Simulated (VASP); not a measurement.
# CdF2 in VASP: relaxation of the atoms with PBE

Aim: the relaxation of the atoms of CdF2 with PBE.

All numbers are computed with VASP 6.6.1; they aren't measurements. Logs are shortened: lines on timing, memory, paths and dates and some standing lists are left out, and cuts for length are marked.

### Step 1. The cell of the first run

The cell holds a slab with vacuum, 12 atoms: a = 3.876 Å, b = 3.876 Å, c = 26.076 Å, α = 90.00°, β = 90.00°, γ = 120.00°.

### Step 2. Relaxation of the atoms, PBE

Contents of INCAR:

```
  PREC = Accurate
  ENCUT = 520
  EDIFF = 1E-7
  ISMEAR = 0
  SIGMA = 0.05
  LREAL = False
  LASPH = True
  NELM = 100
  ALGO = Normal
  ISIF = 2
  LWAVE = False
  LCHARG = False
  LDIPOL = True
  IDIPOL = 3
  DIPOL = 0.5 0.5 0.500
  GGA = PE
  IBRION = 2
  NSW = 80
  EDIFFG = -0.02
  KPAR = 4
```

Contents of KPOINTS:

```
Automatic mesh
0
Gamma
  9 9 1
```

Contents of POSCAR:

```
CdF2
1.0
    3.8758283823      0.0000000000      0.0000000000
   -1.9379141912      3.3565658398      0.0000000000
    0.0000000000      0.0000000000     26.0761021784
F Cd
8 4
Direct
    0.0000000000      0.0000000000      0.2876196737
    0.3333333333      0.6666666667      0.3482997669
    0.6666666667      0.3333333333      0.4089798602
    0.0000000000      0.0000000000      0.4696599534
    0.3333333333      0.6666666667      0.5303400466
    0.6666666667      0.3333333333      0.5910201398
    0.0000000000      0.0000000000      0.6517002331
    0.3333333333      0.6666666667      0.7123803263
    0.6666666667      0.3333333333      0.3179597203
    0.3333333333      0.6666666667      0.4393199068
    0.0000000000      0.0000000000      0.5606800932
    0.6666666667      0.3333333333      0.6820402797
```

Potentials or basis: VASP PAW PBE potentials, release 64 (F, Cd).

Run with:

```sh
> cat potpaw_PBE.64/F/POTCAR potpaw_PBE.64/Cd/POTCAR > POTCAR
> mpirun -np 4 vasp_std > vasp.out
```

OUTCAR:

```text
PREC = Accurate
   ENCUT = 520
   EDIFF = 1E-7
   ISMEAR = 0
   LREAL = False
   LASPH = True
   NELM = 100
   ISIF = 2
   GGA = PE
   IBRION = 2
   NSW = 80
   EDIFFG = -0.02

 ion  position               nearest neighbor table
   1  0.000  0.000  0.288-   9 2.37   9 2.37   9 2.37
   2  0.333  0.667  0.348-   9 2.37   9 2.37   9 2.37  10 2.37
   3  0.667  0.333  0.409-  10 2.37  10 2.37  10 2.37   9 2.37
   4  0.000  0.000  0.470-  11 2.37  10 2.37  10 2.37  10 2.37
   5  0.333  0.667  0.530-  10 2.37  11 2.37  11 2.37  11 2.37
   6  0.667  0.333  0.591-  11 2.37  11 2.37  11 2.37  12 2.37
   7  0.000  0.000  0.652-  12 2.37  12 2.37  12 2.37  11 2.37
   8  0.333  0.667  0.712-  12 2.37  12 2.37  12 2.37
   9  0.667  0.333  0.318-   2 2.37   2 2.37   1 2.37   1 2.37   1 2.37   2 2.37   3 2.37
  10  0.333  0.667  0.439-   5 2.37   3 2.37   3 2.37   4 2.37   4 2.37   4 2.37   3 2.37   2 2.37

  11  0.000  0.000  0.561-   4 2.37   5 2.37   6 2.37   5 2.37   6 2.37   5 2.37   6 2.37   7 2.37

  12  0.667  0.333  0.682-   8 2.37   8 2.37   7 2.37   7 2.37   7 2.37   8 2.37   6 2.37

  LATTYP: Found a hexagonal cell.
 ALAT       =     3.8758283823
 C/A-ratio  =     6.7278784317

  Lattice vectors:

 A1 = (   3.8758283823,   0.0000000000,   0.0000000000)
 A2 = (  -1.9379141912,   3.3565658398,   0.0000000000)
 A3 = (   0.0000000000,   0.0000000000,  26.0761021784)

Analysis of symmetry for initial positions (statically):
=====================================================================
 Subroutine PRICEL returns:
 Original cell was already a primitive cell.

 Routine SETGRP: Setting up the symmetry group for a
 hexagonal supercell.

 Subroutine GETGRP returns: Found 12 space group operations
 (whereof  6 operations were pure point group operations)
 out of a pool of 24 trial point group operations.

The static configuration has the point symmetry C_3v.
 The point group associated with its full space group is D_3d.

Analysis of symmetry for dynamics (positions and initial velocities):
=====================================================================
 Subroutine PRICEL returns:
 Original cell was already a primitive cell.

 Routine SETGRP: Setting up the symmetry group for a
 hexagonal supercell.

 Subroutine GETGRP returns: Found 12 space group operations
 (whereof  6 operations were pure point group operations)
 out of a pool of 24 trial point group operations.

The dynamic configuration has the point symmetry C_3v.
 The point group associated with its full space group is D_3d.

 Subroutine INISYM returns: Found 12 space group operations
 (whereof  6 operations are pure point group operations),
 and found     1 'primitive' translations

----------------------------------------------------------------------------------------

                                     Primitive cell

  volume of cell :     339.2364

  direct lattice vectors                    reciprocal lattice vectors
     3.875828382  0.000000000  0.000000000     0.258009360  0.148961773  0.000000000
    -1.937914191  3.356565840  0.000000000     0.000000000  0.297923547  0.000000000
     0.000000000  0.000000000 26.076102178     0.000000000  0.000000000  0.038349290

  length of vectors
     3.875828382  3.875828382 26.076102178     0.297923547  0.297923547  0.038349290

  position of ions in fractional coordinates (direct lattice)
     0.000000000  0.000000000  0.287619674
     0.333333333  0.666666667  0.348299767
     0.666666667  0.333333333  0.408979860
     0.000000000  0.000000000  0.469659953
     0.333333333  0.666666667  0.530340047
     0.666666667  0.333333333  0.591020140
     0.000000000  0.000000000  0.651700233
     0.333333333  0.666666667  0.712380326
     0.666666667  0.333333333  0.317959720
     0.333333333  0.666666667  0.439319907
     0.000000000  0.000000000  0.560680093
     0.666666667  0.333333333  0.682040280

[... 63 lines left out ...]
 SYSTEM =  unknown system
   PREC   = accura    normal or accurate (medium, high low for compatibility)
   ISTART =      0    job   : 0-new  1-cont  2-samecut
   ICHARG =      2    charge: 1-file 2-atom 10-const
   ISPIN  =      1    spin polarized calculation?
   LNONCOLLINEAR =      F non collinear calculations
   LSORBIT =      F    spin-orbit coupling
   LASPH  =      T    aspherical Exc in radial PAW
   ENCUT  =  520.0 eV  38.22 Ry    6.18 a.u.   7.21  7.21 48.48*2*pi/ulx,y,z
   NELM   =    100;   NELMIN=  2; NELMDL= -5     # of ELM steps
   EDIFF  = 0.1E-06   stopping-criterion for ELM
   LREAL  =      F    real-space projection
   EDIFFG = -.2E-01   stopping-criterion for IOM
   NSW    =     80    number of steps for IOM
   IBRION =      2    ionic relax: 0-MD 1-quasi-New 2-CG
   NFREE  =      1    steps in history (QN), initial steepest desc. (CG)
   ISIF   =      2    stress and relaxation
   ISYM   =      2    0-nonsym 1-usesym 2-fastsym
   POTIM  = 0.5000    time-step for ionic-motion
   TEBEG  =    0.0;   TEEND  =   0.0 temperature during run
   PSTRESS=    0.0 pullay stress
   NELECT =     104.0000    total number of electrons
   NUPDOWN=      -1.0000    fix difference up-down
   EMIN   =  10.00;   EMAX   =-10.00  energy-range for DOS
   EFERMI =   0.00;   METHOD = LEGACY
   ISMEAR =     0;   SIGMA  =   0.05  broadening in eV -4-tet -1-fermi 0-gaus
   EFERMI_NEDOS =   21; number of points for ismear=-14 and -15
   IALGO  =     38    algorithm
   IMIX   =      4    mixing-type and parameters
     AMIX     =   0.40;   BMIX     =  1.00
     AMIX_MAG =   1.60;   BMIX_MAG =  1.00
  volume/ion in A,a.u.               =      28.27       190.77
  Fermi-wavevector in a.u.,A,eV,Ry     =   1.103871  2.086014 16.579135  1.218532
  Thomas-Fermi vector in A             =   2.240336
   LORBIT       =      0    0 simple, 1 ext, 2 COOP (PROOUT), +10 PAW based schemes
   GGA     = PE    functional components
   LHFCALC =     F    Hartree Fock is set to
   AEXX    =    0.0000 exact exchange contribution
   IVDW    =     0    specifies the selected vdW correction
   LEPSILON=     F    determine dielectric tensor
   LRPA    =     F    only Hartree local field effects (RPA)
 conjugate gradient relaxation of ions
 non-spin polarized calculation
 Gauss-broadening in eV      SIGMA  =   0.05
  energy-cutoff  :      520.00
  volume of cell :      339.24
 maximum number of plane-waves:      9166
 NGX is ok and might be reduce to    30
   NGX = 15   NGY = 15   NGZ = 97

--------------------------------------- Ionic step        1  -------------------------------------------

 number of electron     103.9999970 magnetization

 Free energy of the ion-electron system (eV)
  ---------------------------------------------------
  ext. energy  EPLUGINS =         0.00000000
  ---------------------------------------------------
  free energy    TOTEN  =       -43.11373295 eV

  energy without entropy =      -43.11373295  energy(sigma->0) =      -43.11373295

------------------------ aborting loop because EDIFF is reached ----------------------------------------

  FORCE on cell =-STRESS in cart. coord.  units (eV):
  Direction    XX          YY          ZZ          XY          YZ          ZX
  --------------------------------------------------------------------------------------
  -------------------------------------------------------------------------------------
  Total       -2.8804946     -2.8804946      0.4765405      0.0000000      0.0000000      0.0000000
  in kB      -13.6042707    -13.6042707      2.2506503      0.0000000      0.0000000      0.0000000
  external PRESSURE =      -8.3192971 kB  Pullay stress =       0.0000000 kB
[... 119 lines left out ...]
  FREE ENERGIE OF THE ION-ELECTRON SYSTEM (eV)
  ---------------------------------------------------
  free  energy   TOTEN  =       -43.1149419969 eV

  energy  without entropy=      -43.1149419969  energy(sigma->0) =      -43.11494200

[... ionic steps 4 to 7 ...]

--------------------------------------- Ionic step        8  -------------------------------------------

 number of electron     103.9999914 magnetization

------------------------ aborting loop because EDIFF is reached ----------------------------------------
[... 41 lines left out ...]
--------------------------------------- Ionic step        9  -------------------------------------------

 number of electron     103.9999879 magnetization

 dipolmoment           0.000000      0.000000     -0.000000 electrons x Angstroem

------------------------ aborting loop because EDIFF is reached ----------------------------------------

  FORCE on cell =-STRESS in cart. coord.  units (eV):
  Direction    XX          YY          ZZ          XY          YZ          ZX
  --------------------------------------------------------------------------------------
  -------------------------------------------------------------------------------------
  Total       -3.4589171     -3.4589171     -0.2400637      0.0000000      0.0000000      0.0000000
  in kB      -16.3360987    -16.3360987     -1.1337956      0.0000000      0.0000000      0.0000000
  external PRESSURE =     -11.2686643 kB  Pullay stress =       0.0000000 kB
[... 33 lines left out ...]
--------------------------------------- Ionic step       10  -------------------------------------------

 number of electron     103.9999871 magnetization

 dipolmoment           0.000000      0.000000      0.000000 electrons x Angstroem

 Free energy of the ion-electron system (eV)
  ---------------------------------------------------
  ext. energy  EPLUGINS =         0.00000000
  ---------------------------------------------------
  free energy    TOTEN  =       -43.11742280 eV

  energy without entropy =      -43.11742280  energy(sigma->0) =      -43.11742280

 E-fermi :  -4.8606     XC(G=0):  -5.3871

 val. band max:       -5.1008822822   @ k =   0.2222   0.2222   0.0000
 cond. band min:      -2.0722085265   @ k =   0.0000   0.0000   0.0000
 fundamental gap:      3.0286737557
 Fermi energy:        -4.8606407097

 k-point     1 :       0.0000    0.0000    0.0000
  band No.  band energies     occupation
      1     -25.5166      2.00000
      2     -25.3975      2.00000
      3     -25.2174      2.00000
      4     -25.0515      2.00000
      5     -24.8385      2.00000
      6     -24.6767      2.00000
[... 769 lines left out ...]
     61       5.4895      0.00000
     62       5.4895      0.00000

------------------------ aborting loop because EDIFF is reached ----------------------------------------

 vacuum level on the upper side and lower side of the slab       (xc-potential included)        -0.112        -0.112

  FORCE on cell =-STRESS in cart. coord.  units (eV):
  Direction    XX          YY          ZZ          XY          YZ          ZX
  --------------------------------------------------------------------------------------
  -------------------------------------------------------------------------------------
  Total       -3.5167845     -3.5167845     -0.3407259      0.0000000      0.0000000      0.0000000
  in kB      -16.6094004    -16.6094004     -1.6092122      0.0000000      0.0000000      0.0000000
  external PRESSURE =     -11.6093377 kB  Pullay stress =       0.0000000 kB
[... 27 lines left out ...]
  FREE ENERGIE OF THE ION-ELECTRON SYSTEM (eV)
  ---------------------------------------------------
  free  energy   TOTEN  =       -43.1174228032 eV

  energy  without entropy=      -43.1174228032  energy(sigma->0) =      -43.11742280

 reached required accuracy - stopping structural energy minimisation

 vacuum level on the upper side and lower side of the slab         3.078         3.078
```

Wall time 16 min (4 MPI ranks of AMD EPYC 7R43 (Zen 3), shared host); peak memory 0.54 GiB.

Results:

* Free energy: -43.1174 eV
* Energy gained by relaxing: 0.3 meV/atom
* Ionic steps: 10
* Largest force after relaxing: 0.011 eV/Å
* Band gap on the k mesh: 3.03 eV (least direct gap 3.32 eV)

Forces on the atoms (eV/Å):
```
F    0.000  0.000  0.001
F    0.000  0.000 -0.002
F    0.000  0.000 -0.004
F    0.000  0.000 -0.008
F    0.000  0.000  0.008
F    0.000  0.000  0.004
F    0.000  0.000  0.002
F    0.000  0.000 -0.001
Cd   0.000  0.000  0.000
Cd   0.000  0.000  0.011
Cd   0.000  0.000 -0.011
Cd   0.000  0.000  0.000
```

The path:
| step | energy change (eV) | largest force (eV/Å) | pressure (GPa) |
| --- | --- | --- | --- |
| 1 | 0.0000 | 0.0708 | -0.83 |
| 2 | -0.0005 | 0.0585 | -0.84 |
| 3 | -0.0012 | 0.0623 | -0.88 |
| 4 | -0.0016 | 0.0434 | -0.90 |
| 5 | -0.0020 | 0.0401 | -0.95 |
| 6 | -0.0024 | 0.0331 | -0.98 |
| 7 | -0.0027 | 0.0484 | -1.04 |
| 8 | -0.0031 | 0.0287 | -1.07 |
| 9 | -0.0035 | 0.0297 | -1.13 |
| 10 | -0.0037 | 0.0105 | -1.16 |

Final structure:
```yaml
crystal:
  lattice:
    - [3.87583, 0.00000, 0.00000]
    - [-1.93791, 3.35657, 0.00000]
    - [0.00000, 0.00000, 26.07610]
  atoms:
    - { symbol: F, position: [0.00000, 0.00000, 0.28552] }
    - { symbol: F, position: [0.33333, 0.66667, 0.34712] }
    - { symbol: F, position: [0.66667, 0.33333, 0.40829] }
    - { symbol: F, position: [0.00000, 0.00000, 0.46957] }
    - { symbol: F, position: [0.33333, 0.66667, 0.53043] }
    - { symbol: F, position: [0.66667, 0.33333, 0.59171] }
    - { symbol: F, position: [0.00000, 0.00000, 0.65288] }
    - { symbol: F, position: [0.33333, 0.66667, 0.71448] }
    - { symbol: Cd, position: [0.66667, 0.33333, 0.31660] }
    - { symbol: Cd, position: [0.33333, 0.66667, 0.43886] }
    - { symbol: Cd, position: [0.00000, 0.00000, 0.56114] }
    - { symbol: Cd, position: [0.66667, 0.33333, 0.68340] }
```

Levels at points of the mesh, in eV from the valence-band top:
```tsv
k point	band 50	band 51	band 52	band 53	band 54	band 55
(0.00, 0.00, 0.00)	-0.29	-0.29	-0.29	3.03	3.55	4.57
```
